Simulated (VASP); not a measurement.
# Ni (Im-3m) in VASP: further runs, part 3 of 4

VASP 6.6.1. Earlier steps stand in the parts before.

## (5) Relaxation of cell and atoms, PBE, collinear spin, ferromagnetic start

This run uses another cell than the first one, of 10.90 Å³/atom, 1.103 times its volume.

INCAR reads:

```
PREC = Accurate
ENCUT = 600
EDIFF = 1E-7
ISMEAR = -1
SIGMA = 0.05
LREAL = F
LASPH = T
NELM = 150
ALGO = Normal
ISIF = 3
LWAVE = F
LCHARG = F
ISPIN = 2
MAGMOM = 1
LORBIT = 11
LMAXMIX = 4
GGA = PE
IBRION = 2
NSW = 60
EDIFFG = -0.005
```

KPOINTS reads:

```
regular mesh
0
Gamma
  19 19 19
```

POSCAR reads:

```
Ni
1.0
   -1.3966757866      1.3966757866      1.3966757866
    1.3966757866     -1.3966757866      1.3966757866
    1.3966757866      1.3966757866     -1.3966757866
Ni
1
Direct
    0.0000000000      0.0000000000      0.0000000000
```

Potentials or basis: VASP PAW PBE potentials, release 64 (Ni).

On the command line:

```
$ cat potpaw_PBE.64/Ni/POTCAR > POTCAR
$ mpirun -np 1 vasp_std > vasp.out
```

OUTCAR:

```text
PREC = Accurate
   ENCUT = 600
   EDIFF = 1E-7
   ISMEAR = -1
   LREAL = F
   LASPH = T
   NELM = 150
   ISIF = 3
   ISPIN = 2
   LORBIT = 11
   GGA = PE
   IBRION = 2
   NSW = 60
   EDIFFG = -0.005

 ion  position               nearest neighbor table
   1  0.000  0.000  0.000-

  LATTYP: Found a body centered cubic cell.
 ALAT       =     2.7933515732

  Lattice vectors:

 A1 = (  -1.3966757866,   1.3966757866,   1.3966757866)
 A2 = (   1.3966757866,  -1.3966757866,   1.3966757866)
 A3 = (   1.3966757866,   1.3966757866,  -1.3966757866)

Analysis of symmetry for initial positions (statically):
=====================================================================
 Subroutine PRICEL returns:
 Original cell was already a primitive cell.

 Routine SETGRP: Setting up the symmetry group for a
 body centered cubic supercell.

 Subroutine GETGRP returns: Found 48 space group operations
 (whereof 48 operations were pure point group operations)
 out of a pool of 48 trial point group operations.

The static configuration has the point symmetry O_h .

Analysis of symmetry for dynamics (positions and initial velocities):
=====================================================================
 Subroutine PRICEL returns:
 Original cell was already a primitive cell.

 Routine SETGRP: Setting up the symmetry group for a
 body centered cubic supercell.

 Subroutine GETGRP returns: Found 48 space group operations
 (whereof 48 operations were pure point group operations)
 out of a pool of 48 trial point group operations.

The dynamic configuration has the point symmetry O_h .

Analysis of structural, dynamic, and magnetic symmetry:
=====================================================================
 Subroutine PRICEL returns:
 Original cell was already a primitive cell.

 Routine SETGRP: Setting up the symmetry group for a
 body centered cubic supercell.

 Subroutine GETGRP returns: Found 48 space group operations
 (whereof 48 operations were pure point group operations)
 out of a pool of 48 trial point group operations.

The overall configuration has the point symmetry O_h .

 Subroutine INISYM returns: Found 48 space group operations
 (whereof 48 operations are pure point group operations),
 and found     1 'primitive' translations

----------------------------------------------------------------------------------------

                                     Primitive cell

  volume of cell :      10.8980

  direct lattice vectors                    reciprocal lattice vectors
    -1.396675787  1.396675787  1.396675787     0.000000000  0.357992889  0.357992889
     1.396675787 -1.396675787  1.396675787     0.357992889  0.000000000  0.357992889
     1.396675787  1.396675787 -1.396675787     0.357992889  0.357992889  0.000000000

  length of vectors
     2.419113424  2.419113424  2.419113424     0.506278399  0.506278399  0.506278399

  position of ions in fractional coordinates (direct lattice)
     0.000000000  0.000000000  0.000000000

  ion indices of the primitive-cell ions
   primitive index   ion index
                 1           1

----------------------------------------------------------------------------------------

 KPOINTS: regular mesh

Automatic generation of k-mesh.
 Grid dimensions read from file:
 generate k-points for:   19   19   19

 Generating k-lattice:

  Cartesian coordinates                     Fractional coordinates (reciprocal lattice)
     0.000000000  0.018841731  0.018841731     0.052631579  0.000000000  0.000000000
[... 56 lines left out ...]
   LASPH  =      T    aspherical Exc in radial PAW
   ENCUT  =  600.0 eV  44.10 Ry    6.64 a.u.   4.83  4.83  4.83*2*pi/ulx,y,z
   NELM   =    150;   NELMIN=  2; NELMDL= -5     # of ELM steps
   EDIFF  = 0.1E-06   stopping-criterion for ELM
   LREAL  =      F    real-space projection
   EDIFFG = -.5E-02   stopping-criterion for IOM
   NSW    =     60    number of steps for IOM
   IBRION =      2    ionic relax: 0-MD 1-quasi-New 2-CG
   NFREE  =      1    steps in history (QN), initial steepest desc. (CG)
   ISIF   =      3    stress and relaxation
   ISYM   =      2    0-nonsym 1-usesym 2-fastsym
   POTIM  = 0.5000    time-step for ionic-motion
   TEBEG  =    0.0;   TEEND  =   0.0 temperature during run
   PSTRESS=    0.0 pullay stress
   NELECT =      10.0000    total number of electrons
   NUPDOWN=      -1.0000    fix difference up-down
   EMIN   =  10.00;   EMAX   =-10.00  energy-range for DOS
   EFERMI =   0.00;   METHOD = LEGACY
   ISMEAR =    -1;   SIGMA  =   0.05  broadening in eV -4-tet -1-fermi 0-gaus
   EFERMI_NEDOS =   21; number of points for ismear=-14 and -15
   IALGO  =     38    algorithm
   IMIX   =      4    mixing-type and parameters
     AMIX     =   0.40;   BMIX     =  1.00
     AMIX_MAG =   1.60;   BMIX_MAG =  1.00
  volume/ion in A,a.u.               =      10.90        73.54
  Fermi-wavevector in a.u.,A,eV,Ry     =   1.590838  3.006247 34.433146  2.530765
  Thomas-Fermi vector in A             =   2.689471
   LORBIT       =     11    0 simple, 1 ext, 2 COOP (PROOUT), +10 PAW based schemes
   GGA     = PE    functional components
   LHFCALC =     F    Hartree Fock is set to
   AEXX    =    0.0000 exact exchange contribution
   IVDW    =     0    specifies the selected vdW correction
   LEPSILON=     F    determine dielectric tensor
   LRPA    =     F    only Hartree local field effects (RPA)
 conjugate gradient relaxation of ions
 spin polarized calculation
  energy-cutoff  :      600.00
  volume of cell :       10.90
 maximum number of plane-waves:       374
   NGX =  9   NGY =  9   NGZ =  9

--------------------------------------- Ionic step        1  -------------------------------------------

 number of electron      10.0000000 magnetization       1.0000000

 number of electron       9.9999993 magnetization       0.5301738

 Free energy of the ion-electron system (eV)
  ---------------------------------------------------
  ext. energy  EPLUGINS =         0.00000000
  ---------------------------------------------------
  free energy    TOTEN  =        -5.38251076 eV

  energy without entropy =       -5.36991942  energy(sigma->0) =       -5.37621509

------------------------ aborting loop because EDIFF is reached ----------------------------------------

  FORCE on cell =-STRESS in cart. coord.  units (eV):
  Direction    XX          YY          ZZ          XY          YZ          ZX
  --------------------------------------------------------------------------------------
  -------------------------------------------------------------------------------------
  Total        0.0877387      0.0877387      0.0877387     -0.0000000     -0.0000000      0.0000000
  in kB       12.8989652     12.8989652     12.8989652     -0.0000000     -0.0000000      0.0000000
  external PRESSURE =      12.8989652 kB  Pullay stress =       0.0000000 kB
[... 57 lines left out ...]
--------------------------------------- Ionic step        3  -------------------------------------------

 number of electron       9.9999993 magnetization       0.5337899

 Free energy of the ion-electron system (eV)
  ---------------------------------------------------
  ext. energy  EPLUGINS =         0.00000000
  ---------------------------------------------------
  free energy    TOTEN  =        -5.38279892 eV

  energy without entropy =       -5.37010995  energy(sigma->0) =       -5.37645444

 E-fermi :   9.1264     XC(G=0): -13.2007

 val. band max:        9.1236583565   @ k =  -0.3158   0.3684   0.1579
 cond. band min:       9.1316712505   @ k =   0.4211   0.0526  -0.0000
 fundamental gap:      0.0080128940
 Fermi energy:         9.1264402612

 spin component 1

 k-point     1 :       0.0000    0.0000    0.0000
  band No.  band energies     occupation
      1       0.3049      1.00000
      2       6.8782      1.00000
      3       6.8782      1.00000
      4       6.8782      1.00000
      5       8.2777      1.00000
      6       8.2777      1.00000
      7      35.5049      0.00000
      8      35.5049      0.00000
      9      35.5049      0.00000
     10      40.3471      0.00000
[... 287 lines left out ...]
 k-point    24 :       0.3158    0.1053    0.0000
  band No.  band energies     occupation
      1       4.4804      1.00000
      2       6.1367      1.00000
      3       7.0424      1.00000
      4       8.1004      1.00000
      5       8.4655      1.00000
      6       9.2902      0.03643
      7      19.3124      0.00000
      8      26.2098      0.00000
      9      29.4672      0.00000
     10      34.6418      0.00000

 [... further k-points ...]

 spin component 2

 k-point     1 :       0.0000    0.0000    0.0000
  band No.  band energies     occupation
      1       0.2883      1.00000
      2       7.5304      1.00000
      3       7.5304      1.00000
      4       7.5304      1.00000
      5       8.7413      0.99955
      6       8.7413      0.99955
      7      35.4030      0.00000
      8      35.4030      0.00000
      9      35.4030      0.00000
     10      40.2708      0.00000
[... 327 lines left out ...]
  FREE ENERGIE OF THE ION-ELECTRON SYSTEM (eV)
  ---------------------------------------------------
  free  energy   TOTEN  =        -5.3827989234 eV

  energy  without entropy=       -5.3701099487  energy(sigma->0) =       -5.37645444

 reached required accuracy - stopping structural energy minimisation

 total charge

# of ion       s       p       d       tot
------------------------------------------
    1        0.488   0.480   8.332   9.300

 magnetization (x)

# of ion       s       p       d       tot
------------------------------------------
    1       -0.004  -0.017   0.564   0.543
```

OSZICAR:

```text
N       E                     dE             d eps       ncg     rms          rms(c)
DAV:   1     0.297251074463E+02    0.29725E+02   -0.52309E+03  8914   0.143E+03
[... 27 lines left out ...]
DAV:   2    -0.538552505583E+01    0.41618E-02   -0.10755E-01  9630   0.462E+00    0.411E-01
DAV:   3    -0.538294434340E+01    0.25807E-02   -0.18253E-02  9440   0.199E+00    0.106E-01
DAV:   4    -0.538281676400E+01    0.12758E-03   -0.88855E-05  9986   0.869E-02    0.628E-02
DAV:   5    -0.538279956123E+01    0.17203E-04   -0.36244E-05 12400   0.432E-02    0.131E-02
DAV:   6    -0.538279959518E+01   -0.33951E-07   -0.18856E-06 10136   0.117E-02    0.552E-03
DAV:   7    -0.538279897709E+01    0.61809E-06   -0.68392E-07  7400   0.123E-02    0.663E-04
DAV:   8    -0.538279892344E+01    0.53650E-07   -0.98230E-09  4442   0.103E-03
   3 F= -.53827989E+01 E0= -.53764544E+01  d E =-.288161E-03  mag=     0.5337
```

CONTCAR:

```text
Ni
   1.00000000000000
    -1.3997640636369635    1.3997640636369635    1.3997640636369635
     1.3997640636369635   -1.3997640636369635    1.3997640636369635
     1.3997640636369635    1.3997640636369635   -1.3997640636369635
  Ni
     1
Direct
     0.0000000000000000    0.0000000000000000    0.0000000000000000

  0.00000000E+00  0.00000000E+00  0.00000000E+00
```

Run time: 92 s. Hardware: 1 thread of Intel Xeon Platinum 8259CL at 2.50GHz (Skylake/Cascade Lake), shared host; peak memory 0.17 GiB.

What came out:

```yaml
Free_energy: -5.3828 eV
Relaxed_volume: 10.97 Å³/atom
Relaxed_cell: a = 2.424 Å, b = 2.424 Å, c = 2.424 Å, α = 109.47°, β = 109.47°, γ = 109.47°
Space_group_after_relaxing_to_0.05_Å: Im-3m (No. 229)
Energy_gained_by_relaxing: 0.3 meV/atom
Ionic_steps: 3
Pressure_after_relaxing: 0.0 GPa
Net_moment: 0.53 μB per cell
Site_moments: Ni +0.54 μB
Valence_electrons_inside_the_program's_atomic_spheres: Ni 9.30
```

The path:
```csv
step,energy change (eV),largest force (eV/Å),pressure (GPa),volume (Å³)
1,0.0000,0.0000,1.29,10.90
2,-0.0001,0.0000,-1.12,11.04
3,-0.0003,0.0000,0.02,10.97
```

Final structure:
```cif
data_structure
_symmetry_space_group_name_H-M 'P 1'
_symmetry_Int_Tables_number 1
_cell_length_a 2.4245
_cell_length_b 2.4245
_cell_length_c 2.4245
_cell_angle_alpha 109.471
_cell_angle_beta 109.471
_cell_angle_gamma 109.471
_cell_volume 10.97
loop_
_atom_site_label
_atom_site_type_symbol
_atom_site_fract_x
_atom_site_fract_y
_atom_site_fract_z
_atom_site_occupancy
Ni1 Ni 0.00000 0.00000 0.00000 1
```

Levels at points of the mesh, in eV from the Fermi level:
Spin up:
```tsv
k point	band 2	band 3	band 4	band 5	band 6	band 7	band 8	band 9
(0.00, 0.00, 0.00)	-2.25	-2.25	-2.25	-0.85	-0.85	26.38	26.38	26.38
```
Spin down:
```csv
k point,band 3,band 4,band 5,band 6,band 7,band 8
"(0.00, 0.00, 0.00)",-1.60,-1.60,-0.39,-0.39,26.28,26.28
```

(Continued in part 4 of 4.)
